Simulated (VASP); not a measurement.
# PbS (Fm-3m) in VASP: further runs

PbS is run at these levels: PBE; tasks: single point.

Everything below comes from runs of VASP 6.6.1. Logs are shortened: lines on timing, memory, paths and dates and some standing lists are left out, and cuts for length are marked.

## 1. The cell of the first run

It takes space group Fm-3m (No. 225, cubic). The conventional cell has a = 5.930 Å, b = 5.930 Å, c = 5.930 Å, α = 90.00°, β = 90.00°, γ = 90.00°. Within 3.9 Å of Pb (site symmetry m-3m) lie 6 S at 2.97 Å. S (site symmetry m-3m) has 6 Pb at 2.97 Å within 3.9 Å.

## 2. Single point, PBE

The input, INCAR:

```
PREC = Accurate ; ENCUT = 520
EDIFF = 1E-6 ; ISMEAR = 0
SIGMA = 0.05 ; LREAL = F
LASPH = T ; NELM = 100
ALGO = Normal ; ISIF = 2
LWAVE = F ; LCHARG = F
GGA = PE ; NBANDS = 17
```

The input, KPOINTS:

```
regular mesh
0
Gamma
  4 4 4
```

The input, POSCAR:

```
PbS
1.0
    0.0000000000      2.9650006778      2.9650006778
    2.9650006778      0.0000000000      2.9650006778
    2.9650006778      2.9650006778      0.0000000000
Pb S
1 1
Direct
    0.5000000000      0.5000000000      0.5000000000
    0.0000000000      0.0000000000      0.0000000000
```

Potentials or basis: VASP PAW PBE potentials, release 64 (Pb_d, S).

Started as:

```
$ cat potpaw_PBE.64/Pb_d/POTCAR potpaw_PBE.64/S/POTCAR > POTCAR
$ mpirun -np 1 vasp_std > vasp.out
```

OUTCAR:

```text
PREC = Accurate
   ENCUT = 520
   EDIFF = 1E-6
   ISMEAR = 0
   LREAL = F
   LASPH = T
   NELM = 100
   ISIF = 2
   GGA = PE

 ion  position               nearest neighbor table
   1  0.500  0.500  0.500-   2 2.97   2 2.97   2 2.97   2 2.97   2 2.97   2 2.97
   2  0.000  0.000  0.000-   1 2.97   1 2.97   1 2.97   1 2.97   1 2.97   1 2.97

  LATTYP: Found a face centered cubic cell.
 ALAT       =     5.9300013556

  Lattice vectors:

 A1 = (   0.0000000000,   2.9650006778,   2.9650006778)
 A2 = (   2.9650006778,   0.0000000000,   2.9650006778)
 A3 = (   2.9650006778,   2.9650006778,   0.0000000000)

Analysis of symmetry for initial positions (statically):
=====================================================================
 Subroutine PRICEL returns:
 Original cell was already a primitive cell.

 Routine SETGRP: Setting up the symmetry group for a
 face centered cubic supercell.

 Subroutine GETGRP returns: Found 48 space group operations
 (whereof 48 operations were pure point group operations)
 out of a pool of 48 trial point group operations.

The static configuration has the point symmetry O_h .

Analysis of symmetry for dynamics (positions and initial velocities):
=====================================================================
 Subroutine PRICEL returns:
 Original cell was already a primitive cell.

 Routine SETGRP: Setting up the symmetry group for a
 face centered cubic supercell.

 Subroutine GETGRP returns: Found 48 space group operations
 (whereof 48 operations were pure point group operations)
 out of a pool of 48 trial point group operations.

The dynamic configuration has the point symmetry O_h .

 Subroutine INISYM returns: Found 48 space group operations
 (whereof 48 operations are pure point group operations),
 and found     1 'primitive' translations

----------------------------------------------------------------------------------------

                                     Primitive cell

  volume of cell :      52.1320

  direct lattice vectors                    reciprocal lattice vectors
     0.000000000  2.965000678  2.965000678    -0.168634026  0.168634026  0.168634026
     2.965000678  0.000000000  2.965000678     0.168634026 -0.168634026  0.168634026
     2.965000678  2.965000678  0.000000000     0.168634026  0.168634026 -0.168634026

  length of vectors
     4.193144171  4.193144171  4.193144171     0.292082700  0.292082700  0.292082700

  position of ions in fractional coordinates (direct lattice)
     0.500000000  0.500000000  0.500000000
     0.000000000  0.000000000  0.000000000

  ion indices of the primitive-cell ions
   primitive index   ion index
                 1           1
                 2           2

----------------------------------------------------------------------------------------

 KPOINTS: regular mesh

Automatic generation of k-mesh.
 Grid dimensions read from file:
 generate k-points for:    4    4    4

 Generating k-lattice:

  Cartesian coordinates                     Fractional coordinates (reciprocal lattice)
    -0.042158506  0.042158506  0.042158506     0.250000000  0.000000000  0.000000000
     0.042158506 -0.042158506  0.042158506     0.000000000  0.250000000  0.000000000
     0.042158506  0.042158506 -0.042158506     0.000000000  0.000000000  0.250000000

  Length of vectors
     0.073020675  0.073020675  0.073020675

  Shift w.r.t. Gamma in fractional coordinates (k-lattice)
     0.000000000  0.000000000  0.000000000

 Subroutine IBZKPT returns following result:
 ===========================================

 Found      8 irreducible k-points:

 Following reciprocal coordinates:
            Coordinates               Weight
  0.000000  0.000000  0.000000      1.000000
  0.250000  0.000000  0.000000      8.000000
  0.500000  0.000000  0.000000      4.000000
  0.250000  0.250000  0.000000      6.000000
  0.500000  0.250000  0.000000     24.000000
 -0.250000  0.250000  0.000000     12.000000
  0.500000  0.500000  0.000000      3.000000
 -0.250000  0.500000  0.250000      6.000000
   k-points           NKPTS =      8   k-points in BZ     NKDIM =      8   number of bands    NBANDS=     17
   number of dos      NEDOS =    301   number of ions     NIONS =      2
   total plane-waves  NPLWV =  32768
   dimension x,y,z NGX =    32 NGY =   32 NGZ =   32
   dimension x,y,z NGXF=    64 NGYF=   64 NGZF=   64
   ions per type =               1   1
   NGX,Y,Z   is equivalent  to a cutoff of  12.69, 12.69, 12.69 a.u.
   NGXF,Y,Z  is equivalent  to a cutoff of  25.37, 25.37, 25.37 a.u.
 SYSTEM =  unknown system
   PREC   = accura    normal or accurate (medium, high low for compatibility)
   ISTART =      0    job   : 0-new  1-cont  2-samecut
   ICHARG =      2    charge: 1-file 2-atom 10-const
   ISPIN  =      1    spin polarized calculation?
   LNONCOLLINEAR =      F non collinear calculations
   LSORBIT =      F    spin-orbit coupling
   LASPH  =      T    aspherical Exc in radial PAW
   ENCUT  =  520.0 eV  38.22 Ry    6.18 a.u.   7.80  7.80  7.80*2*pi/ulx,y,z
   NELM   =    100;   NELMIN=  2; NELMDL= -5     # of ELM steps
   EDIFF  = 0.1E-05   stopping-criterion for ELM
   LREAL  =      F    real-space projection
   EDIFFG = 0.1E-04   stopping-criterion for IOM
   NSW    =      0    number of steps for IOM
   IBRION =     -1    ionic relax: 0-MD 1-quasi-New 2-CG
   NFREE  =      0    steps in history (QN), initial steepest desc. (CG)
   ISIF   =      2    stress and relaxation
   ISYM   =      2    0-nonsym 1-usesym 2-fastsym
   POTIM  = 0.5000    time-step for ionic-motion
   TEBEG  =    0.0;   TEEND  =   0.0 temperature during run
   PSTRESS=    0.0 pullay stress
   NELECT =      20.0000    total number of electrons
   NUPDOWN=      -1.0000    fix difference up-down
   EMIN   =  10.00;   EMAX   =-10.00  energy-range for DOS
   EFERMI =   0.00;   METHOD = LEGACY
   ISMEAR =     0;   SIGMA  =   0.05  broadening in eV -4-tet -1-fermi 0-gaus
   EFERMI_NEDOS =   21; number of points for ismear=-14 and -15
   IALGO  =     38    algorithm
   IMIX   =      4    mixing-type and parameters
     AMIX     =   0.40;   BMIX     =  1.00
     AMIX_MAG =   1.60;   BMIX_MAG =  1.00
  volume/ion in A,a.u.               =      26.07       175.90
  Fermi-wavevector in a.u.,A,eV,Ry     =   1.189552  2.247927 19.252700  1.415034
  Thomas-Fermi vector in A             =   2.325657
   LORBIT       =      0    0 simple, 1 ext, 2 COOP (PROOUT), +10 PAW based schemes
   GGA     = PE    functional components
   LHFCALC =     F    Hartree Fock is set to
   AEXX    =    0.0000 exact exchange contribution
   IVDW    =     0    specifies the selected vdW correction
   LEPSILON=     F    determine dielectric tensor
   LRPA    =     F    only Hartree local field effects (RPA)
 non-spin polarized calculation
 Gauss-broadening in eV      SIGMA  =   0.05
  energy-cutoff  :      520.00
  volume of cell :       52.13
 maximum number of plane-waves:      1424
   NGX = 15   NGY = 15   NGZ = 15

 number of electron      19.9999998 magnetization

 Free energy of the ion-electron system (eV)
  ---------------------------------------------------
  ext. energy  EPLUGINS =         0.00000000
  ---------------------------------------------------
  free energy    TOTEN  =        -8.74142700 eV

  energy without entropy =       -8.74142699  energy(sigma->0) =       -8.74142700

 E-fermi :   6.0127     XC(G=0):  -9.6879

 val. band max:        5.8321965340   @ k =   0.5000   0.0000   0.0000
 cond. band min:       6.1931332325   @ k =   0.5000   0.0000   0.0000
 fundamental gap:      0.3609366986
 Fermi energy:         6.0126588824

 k-point     1 :       0.0000    0.0000    0.0000
  band No.  band energies     occupation
      1     -10.9923      2.00000
      2     -10.9923      2.00000
      3     -10.9923      2.00000
      4     -10.9762      2.00000
      5     -10.9762      2.00000
      6      -7.7731      2.00000
[... 9 lines left out ...]
     16      12.5600      0.00000
     17      14.4800      0.00000

 k-point     2 :       0.2500    0.0000    0.0000
  band No.  band energies     occupation
      1     -10.9957      2.00000
      2     -10.9957      2.00000
      3     -10.9902      2.00000
      4     -10.9653      2.00000
      5     -10.9653      2.00000
      6      -7.2697      2.00000
[... 9 lines left out ...]
     16      13.7817      0.00000
     17      17.7195      0.00000

 k-point     3 :       0.5000    0.0000    0.0000
  band No.  band energies     occupation
      1     -11.0101      2.00000
      2     -11.0101      2.00000
      3     -10.9892      2.00000
      4     -10.9432      2.00000
      5     -10.9432      2.00000
      6      -6.5299      2.00000
[... 9 lines left out ...]
     16      15.9525      0.00000
     17      16.3781      0.00000

 k-point     4 :       0.2500    0.2500    0.0000
  band No.  band energies     occupation
      1     -11.0350      2.00000
      2     -11.0051      2.00000
      3     -10.9632      2.00000
      4     -10.9625      2.00000
      5     -10.9625      2.00000
      6      -7.0796      2.00000
[... 9 lines left out ...]
     16      15.8315      0.00000
     17      15.8370      0.00000

 k-point     5 :       0.5000    0.2500    0.0000
  band No.  band energies     occupation
      1     -11.0661      2.00000
      2     -10.9938      2.00000
      3     -10.9784      2.00000
      4     -10.9535      2.00000
      5     -10.9392      2.00000
      6      -6.3318      2.00000
[... 9 lines left out ...]
     16      16.5792      0.00000
     17      17.2502      0.00000

 k-point     6 :      -0.2500    0.2500    0.0000
  band No.  band energies     occupation
      1     -11.0253      2.00000
      2     -10.9928      2.00000
      3     -10.9780      2.00000
      4     -10.9608      2.00000
      5     -10.9602      2.00000
      6      -6.5963      2.00000
[... 9 lines left out ...]
     16      15.6841      0.00000
     17      16.5528      0.00000

 k-point     7 :       0.5000    0.5000    0.0000
  band No.  band energies     occupation
      1     -11.1316      2.00000
      2     -11.0179      2.00000
      3     -10.9503      2.00000
      4     -10.9312      2.00000
      5     -10.9312      2.00000
      6      -6.0971      2.00000
[... 9 lines left out ...]
     16      18.0932      0.00000
     17      18.1713      0.00000

 k-point     8 :      -0.2500    0.5000    0.2500
  band No.  band energies     occupation
      1     -11.0871      2.00000
      2     -10.9758      2.00000
      3     -10.9758      2.00000
      4     -10.9747      2.00000
      5     -10.9312      2.00000
      6      -6.0576      2.00000
[... 9 lines left out ...]
     16      17.8311      0.00000
     17      18.0820      0.00000

------------------------ aborting loop because EDIFF is reached ----------------------------------------

  FORCE on cell =-STRESS in cart. coord.  units (eV):
  Direction    XX          YY          ZZ          XY          YZ          ZX
  --------------------------------------------------------------------------------------
  -------------------------------------------------------------------------------------
  Total        0.7472244      0.7472244      0.7472244      0.0000000      0.0000000     -0.0000000
  in kB       22.9645130     22.9645130     22.9645130      0.0000000      0.0000000     -0.0000000
  external PRESSURE =      22.9645130 kB  Pullay stress =       0.0000000 kB

 VOLUME and BASIS-vectors are now :
 -----------------------------------------------------------------------------
  energy-cutoff  :      520.00
  volume of cell :       52.13
      direct lattice vectors                 reciprocal lattice vectors
     0.000000000  2.965000678  2.965000678    -0.168634026  0.168634026  0.168634026
     2.965000678  0.000000000  2.965000678     0.168634026 -0.168634026  0.168634026
     2.965000678  2.965000678  0.000000000     0.168634026  0.168634026 -0.168634026

 POSITION                                       TOTAL-FORCE (eV/Angst)
 -----------------------------------------------------------------------------------
      2.96500      2.96500      2.96500        -0.000000      0.000000      0.000000
      0.00000      0.00000      0.00000         0.000000      0.000000      0.000000
 -----------------------------------------------------------------------------------
    total drift:                                0.000000     -0.000000      0.000000

  FREE ENERGIE OF THE ION-ELECTRON SYSTEM (eV)
  ---------------------------------------------------
  free  energy   TOTEN  =        -8.7414270019 eV

  energy  without entropy=       -8.7414269942  energy(sigma->0) =       -8.74142700
```

Run time: 4.8 s. Hardware: 1 thread of Intel Xeon Platinum 8488C (Sapphire Rapids), shared host; peak memory 0.17 GiB.

What came out:

```yaml
Free_energy: -8.7414 eV
Pressure: 2.3 GPa
Band_gap_on_the_k_mesh: 0.36 eV, direct
```

Caveat: the k points lie up to 0.46 Å⁻¹ apart; spin-orbit coupling is left out, which moves the levels of the heavy elements. A k mesh can miss the band edges.

[end of part 1 of 2]
